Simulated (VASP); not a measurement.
# WSe2 in VASP: further runs

WSe2 is run at these levels: PBE; tasks: single point.

All numbers are computed with VASP 6.6.1; they aren't measurements. Logs are shortened: lines on timing, memory, paths and dates and some standing lists are left out, and cuts for length are marked.

## 1. The cell of the first run

The cell holds a slab with vacuum, 6 atoms: a = 3.320 Å, b = 3.320 Å, c = 24.851 Å, α = 90.00°, β = 90.00°, γ = 120.00°.

## 2. Single point, PBE

The input, INCAR:

```
PREC = Accurate ; ENCUT = 520
EDIFF = 1E-6 ; ISMEAR = 0
SIGMA = 0.02 ; LREAL = F
LASPH = T ; NELM = 80
ALGO = Normal ; ISIF = 2
LWAVE = F ; LCHARG = F
GGA = PE ; NBANDS = 35
```

The input, KPOINTS:

```
Automatic mesh
0
Gamma
  12 12 2
```

The input, POSCAR:

```
WSe2
1.0
    3.3204874748      0.0000000000      0.0000000000
   -1.6602437374      2.8756265061      0.0000000000
    0.0000000000      0.0000000000     24.8510438719
W Se
2 4
Direct
    0.6666666667      0.3333333333      0.1533257970
    0.3333333333      0.6666666667      0.8466742030
    0.3333333333      0.6666666667      0.2208536030
    0.6666666667      0.3333333333      0.9142105643
    0.3333333333      0.6666666667      0.0857894357
    0.6666666667      0.3333333333      0.7791463970
```

Potentials or basis: VASP PAW PBE potentials, release 64 (W_sv, Se).

The run is started by

```sh
$ cat potpaw_PBE.64/W_sv/POTCAR potpaw_PBE.64/Se/POTCAR > POTCAR
$ mpirun -np 1 vasp_std > vasp.out
```

OUTCAR:

```text
PREC = Accurate
   ENCUT = 520
   EDIFF = 1E-6
   ISMEAR = 0
   LREAL = F
   LASPH = T
   NELM = 80
   ISIF = 2
   GGA = PE

 ion  position               nearest neighbor table
   1  0.667  0.333  0.153-   3 2.55   3 2.55   3 2.55   5 2.55   5 2.55   5 2.55
   2  0.333  0.667  0.847-   6 2.55   6 2.55   6 2.55   4 2.55   4 2.55   4 2.55
   3  0.333  0.667  0.221-   1 2.55   1 2.55   1 2.55
   4  0.667  0.333  0.914-   2 2.55   2 2.55   2 2.55
   5  0.333  0.667  0.086-   1 2.55   1 2.55   1 2.55
   6  0.667  0.333  0.779-   2 2.55   2 2.55   2 2.55

  LATTYP: Found a hexagonal cell.
 ALAT       =     3.3204874748
 C/A-ratio  =     7.4841552816

  Lattice vectors:

 A1 = (   3.3204874748,   0.0000000000,   0.0000000000)
 A2 = (  -1.6602437374,   2.8756265061,   0.0000000000)
 A3 = (   0.0000000000,   0.0000000000,  24.8510438719)

Analysis of symmetry for initial positions (statically):
=====================================================================
 Subroutine PRICEL returns:
 Original cell was already a primitive cell.

 Routine SETGRP: Setting up the symmetry group for a
 hexagonal supercell.

 Subroutine GETGRP returns: Found 12 space group operations
 (whereof 12 operations were pure point group operations)
 out of a pool of 24 trial point group operations.
[... 9 lines left out ...]
 hexagonal supercell.

 Subroutine GETGRP returns: Found 12 space group operations
 (whereof 12 operations were pure point group operations)
 out of a pool of 24 trial point group operations.

The dynamic configuration has the point symmetry D_3d.

 Subroutine INISYM returns: Found 12 space group operations
 (whereof 12 operations are pure point group operations),
 and found     1 'primitive' translations

----------------------------------------------------------------------------------------

                                     Primitive cell

  volume of cell :     237.2897

  direct lattice vectors                    reciprocal lattice vectors
     3.320487475  0.000000000  0.000000000     0.301160600  0.173875153  0.000000000
    -1.660243737  2.875626506  0.000000000     0.000000000  0.347750307  0.000000000
     0.000000000  0.000000000 24.851043872     0.000000000  0.000000000  0.040239758

  length of vectors
     3.320487475  3.320487475 24.851043872     0.347750307  0.347750307  0.040239758

  position of ions in fractional coordinates (direct lattice)
[... 83 lines left out ...]
   LSORBIT =      F    spin-orbit coupling
   LASPH  =      T    aspherical Exc in radial PAW
   ENCUT  =  520.0 eV  38.22 Ry    6.18 a.u.   6.17  6.17 46.21*2*pi/ulx,y,z
   NELM   =     80;   NELMIN=  2; NELMDL= -5     # of ELM steps
   EDIFF  = 0.1E-05   stopping-criterion for ELM
   LREAL  =      F    real-space projection
   EDIFFG = 0.1E-04   stopping-criterion for IOM
   NSW    =      0    number of steps for IOM
   IBRION =     -1    ionic relax: 0-MD 1-quasi-New 2-CG
   NFREE  =      0    steps in history (QN), initial steepest desc. (CG)
   ISIF   =      2    stress and relaxation
   ISYM   =      2    0-nonsym 1-usesym 2-fastsym
   POTIM  = 0.5000    time-step for ionic-motion
   TEBEG  =    0.0;   TEEND  =   0.0 temperature during run
   PSTRESS=    0.0 pullay stress
   NELECT =      52.0000    total number of electrons
   NUPDOWN=      -1.0000    fix difference up-down
   EMIN   =  10.00;   EMAX   =-10.00  energy-range for DOS
   EFERMI =   0.00;   METHOD = LEGACY
   ISMEAR =     0;   SIGMA  =   0.02  broadening in eV -4-tet -1-fermi 0-gaus
   EFERMI_NEDOS =   21; number of points for ismear=-14 and -15
   IALGO  =     38    algorithm
   IMIX   =      4    mixing-type and parameters
     AMIX     =   0.40;   BMIX     =  1.00
     AMIX_MAG =   1.60;   BMIX_MAG =  1.00
  volume/ion in A,a.u.               =      39.55       266.89
  Fermi-wavevector in a.u.,A,eV,Ry     =   0.986998  1.865156 13.254321  0.974165
  Thomas-Fermi vector in A             =   2.118420
   LORBIT       =      0    0 simple, 1 ext, 2 COOP (PROOUT), +10 PAW based schemes
   GGA     = PE    functional components
   LHFCALC =     F    Hartree Fock is set to
   AEXX    =    0.0000 exact exchange contribution
   IVDW    =     0    specifies the selected vdW correction
   LEPSILON=     F    determine dielectric tensor
   LRPA    =     F    only Hartree local field effects (RPA)
 non-spin polarized calculation
 Gauss-broadening in eV      SIGMA  =   0.02
  energy-cutoff  :      520.00
  volume of cell :      237.29
 maximum number of plane-waves:      6438
 NGX is ok and might be reduce to    28
   NGX = 13   NGY = 13   NGZ = 93

 number of electron      52.0000003 magnetization

 Free energy of the ion-electron system (eV)
  ---------------------------------------------------
  ext. energy  EPLUGINS =         0.00000000
  ---------------------------------------------------
  free energy    TOTEN  =       -43.25170068 eV

  energy without entropy =      -43.25170068  energy(sigma->0) =      -43.25170068

 E-fermi :   0.8341     XC(G=0):  -6.1263

 val. band max:        0.5839289616   @ k =   0.3333   0.3333   0.0000
 cond. band min:       2.1200237240   @ k =   0.3333   0.3333   0.5000
 fundamental gap:      1.5360947624
 Fermi energy:         0.8340943656

 k-point     1 :       0.0000    0.0000    0.0000
  band No.  band energies     occupation
      1     -73.5082      2.00000
      2     -73.5082      2.00000
      3     -37.7272      2.00000
      4     -37.7272      2.00000
      5     -37.6255      2.00000
      6     -37.6255      2.00000
[... 901 lines left out ...]
     34       4.7416      0.00000
     35       6.3990      0.00000

 [... further k-points ...]
[... 5 lines left out ...]
  --------------------------------------------------------------------------------------
  -------------------------------------------------------------------------------------
  Total        0.1940556      0.1940556      0.2771265      0.0000000      0.0000000     -0.0000000
  in kB        1.3102609      1.3102609      1.8711547      0.0000000      0.0000000     -0.0000000
  external PRESSURE =       1.4972255 kB  Pullay stress =       0.0000000 kB

 VOLUME and BASIS-vectors are now :
 -----------------------------------------------------------------------------
  energy-cutoff  :      520.00
  volume of cell :      237.29
      direct lattice vectors                 reciprocal lattice vectors
     3.320487475  0.000000000  0.000000000     0.301160600  0.173875153  0.000000000
    -1.660243737  2.875626506  0.000000000     0.000000000  0.347750307  0.000000000
     0.000000000  0.000000000 24.851043872     0.000000000  0.000000000  0.040239758

 POSITION                                       TOTAL-FORCE (eV/Angst)
 -----------------------------------------------------------------------------------
      1.66024      0.95854      3.81031        -0.000000      0.000000      0.000283
     -0.00000      1.91708     21.04074         0.000000     -0.000000     -0.000283
     -0.00000      1.91708      5.48844        -0.000000      0.000000      0.044200
      1.66024      0.95854     22.71909        -0.000000      0.000000      0.044191
     -0.00000      1.91708      2.13196         0.000000     -0.000000     -0.044191
      1.66024      0.95854     19.36260        -0.000000      0.000000     -0.044200
 -----------------------------------------------------------------------------------
    total drift:                                0.000000     -0.000000      0.000000

  FREE ENERGIE OF THE ION-ELECTRON SYSTEM (eV)
  ---------------------------------------------------
  free  energy   TOTEN  =       -43.2517006805 eV

  energy  without entropy=      -43.2517006805  energy(sigma->0) =      -43.25170068
```

OSZICAR:

```text
N       E                     dE             d eps       ncg     rms          rms(c)
DAV:   1     0.462534785174E+03    0.46253E+03   -0.26980E+04  3156   0.129E+03
DAV:   2    -0.121884027429E+02   -0.47472E+03   -0.45934E+03  3408   0.320E+02
DAV:   3    -0.443385659168E+02   -0.32150E+02   -0.31776E+02  3385   0.804E+01
[... 14 lines left out ...]
DAV:  18    -0.432516630425E+02   -0.38365E-04   -0.13850E-06  2357   0.311E-03    0.412E-03
DAV:  19    -0.432516960851E+02   -0.33043E-04   -0.26478E-06  2418   0.310E-03    0.170E-03
DAV:  20    -0.432516992605E+02   -0.31755E-05   -0.11702E-07  2116   0.904E-04    0.443E-04
DAV:  21    -0.432517005264E+02   -0.12659E-05   -0.72723E-08  1776   0.570E-04    0.284E-04
DAV:  22    -0.432517006805E+02   -0.15409E-06   -0.16224E-08  1671   0.310E-04
   1 F= -.43251701E+02 E0= -.43251701E+02  d E =-.175239E-71
```

stdout:

```text
POSCAR found type information on POSCAR W Se
 POSCAR found :  2 types and       6 ions
 scaLAPACK will be used
 LDA part: xc-table for (Slater+PW92), standard interpolation
 POSCAR, INCAR and KPOINTS ok, starting setup
 FFT: planning ... GRIDC
 FFT: planning ... GRID_SOFT
 FFT: planning ... GRID
 WAVECAR not read
 entering main loop
```

It took 8.4 min on 1 thread of Intel Xeon Platinum 8259CL at 2.50GHz (Skylake/Cascade Lake), shared host; peak memory 0.54 GiB.

What came out:

- Free energy: -43.2517 eV
- Largest force: 0.044 eV/Å
- Band gap on the k mesh: 1.54 eV, direct

Forces on the atoms (eV/Å):
```
W    0.000  0.000  0.000
W    0.000  0.000  0.000
Se   0.000  0.000  0.044
Se   0.000  0.000  0.044
Se   0.000  0.000 -0.044
Se   0.000  0.000 -0.044
```

Caveat: spin-orbit coupling is left out, which moves the levels of the heavy elements.

## 3. Single point, PBE (one atom moved)

The input, INCAR:

```
PREC = Accurate
ENCUT = 520
EDIFF = 1E-6
ISMEAR = 0
SIGMA = 0.02
LREAL = F
LASPH = T
NELM = 100
ALGO = Normal
ISIF = 2
LWAVE = F
LCHARG = F
GGA = PE
NBANDS = 35
```

The input, KPOINTS:

```
regular mesh
0
Gamma
  9 9 2
```

The input, POSCAR:

```
WSe2
1.0
    3.3178532690      0.0000000000      0.0000000000
   -1.6589266345      2.8733452170      0.0000000000
    0.0000000000      0.0000000000     24.0685192700
W Se
2 4
Direct
    0.6565236012      0.3379307621      0.1410347886
    0.3333333333      0.6666666667      0.8584624800
    0.3333333333      0.6666666667      0.2105944900
    0.6666666667      0.3333333333      0.9275621000
    0.3333333333      0.6666666667      0.0724379000
    0.6666666667      0.3333333333      0.7894055100
```

Potentials or basis: VASP PAW PBE potentials, release 64 (W_sv, Se).

The run is started by

```sh
$ cat potpaw_PBE.64/W_sv/POTCAR potpaw_PBE.64/Se/POTCAR > POTCAR
$ mpirun -np 1 vasp_std > vasp.out
```

Wall time 21 min (1 thread of Intel Xeon Platinum 8259CL at 2.50GHz (Skylake/Cascade Lake), shared host); peak memory 0.71 GiB.

The run converged. Its results:

```
Free energy            : -43.2060 eV
Largest force          : 0.889 eV/Å
Band gap on the k mesh : 1.45 eV, indirect (least direct gap 1.49 eV)
```

Forces in eV/Å, atoms in the order of the input:
```
W    0.773 -0.254  0.359
W    0.000  0.000 -0.007
Se  -0.377  0.123  0.187
Se  -0.001  0.000  0.295
Se  -0.395  0.130 -0.494
Se   0.000  0.000 -0.341
```

Levels at points of the mesh, in eV from the valence-band top:
```csv
k point,band 23,band 24,band 25,band 26,band 27,band 28,band 29,band 30
"(0.00, 0.00, 0.00)",-1.34,-1.17,-0.49,0.00,2.64,2.86,2.86,2.93
"(0.00, 0.00, 0.50)",-1.34,-1.17,-0.49,0.00,2.64,2.86,2.86,2.93
```

Caveat: the cell differs from its parent crystal (one atom moved); spin-orbit coupling is left out, which moves the levels of the heavy elements.
